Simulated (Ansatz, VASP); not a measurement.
# Ta: VASP beside Ansatz

INCAR

```
PREC = Accurate
ENCUT = 500
EDIFF = 1E-7
ISMEAR = 0
SIGMA = 0.1
LREAL = False
LASPH = True
NELM = 120
ALGO = Normal
ISIF = 3
LWAVE = False
LCHARG = False
IBRION = 2
NSW = 80
EDIFFG = -0.005
GGA_COMPAT = False
NELMIN = 4
```

File KPOINTS:

```
regular mesh
0
Gamma
  16 16 16
```

The input POSCAR:

```
Ta
1.0
   -1.6550000000      1.6550000000      1.6550000000
    1.6550000000     -1.6550000000      1.6550000000
    1.6550000000      1.6550000000     -1.6550000000
Ta
1
Direct
    0.0000000000      0.0000000000      0.0000000000
```

Input for Ansatz:

```yaml
crystal:
  lattice:
    - [-1.655, 1.655, 1.655]
    - [1.655, -1.655, 1.655]
    - [1.655, 1.655, -1.655]
  atoms:
    - { symbol: Ta, position: [0.0, 0.0, 0.0] }
scf:
  occupations: { method: gaussian, width: 0.1 }
output:
  forces: true
  stress: true
  eigenvalues: true
hamiltonian:
  xc: lda
kpoints:
  mp_grid: { grid: [16, 16, 16] }
relax:
  f_tol: 0.005
  max_steps: 60
  cell: { stress_tol: 0.02 }
```

Alike in both runs: task relaxation of cell and atoms; functional LDA; k mesh 16 × 16 × 16; occupations gaussian, width 0.1 eV; no spin polarisation.

|  | VASP | Ansatz |
| --- | --- | --- |
| version | VASP 6.6.1 | Ansatz 0.2.0 |
| potentials or method | VASP PAW LDA potentials, release 64 (Ta_sv_GW) | scalar-relativistic, plane waves, PAW |
| plane-wave cutoff (eV) | 500 | 420 |
| valence electrons in the cell | 13 | 13 |

Ansatz gave:

| Item | Value |
| --- | --- |
| gap on the k mesh at the Fermi level, each at its own relaxed structure (eV) | none |
| relaxed volume (Å³/atom) | 17.21 |
| relaxed cell length with the largest relative difference (Å) | 2.817 |

Question: Which values does VASP return?

Answer: gap on the k mesh at the Fermi level, each at its own relaxed structure (eV): none; relaxed volume (Å³/atom): 17.18; relaxed cell length with the largest relative difference (Å): 2.815.

LDA's correlation is that of Perdew and Zunger in VASP and of Perdew and Wang (1992) in Ansatz. A gap of «none» marks a metal or a gap that the smearing closes.

Spin-orbit coupling is off throughout.
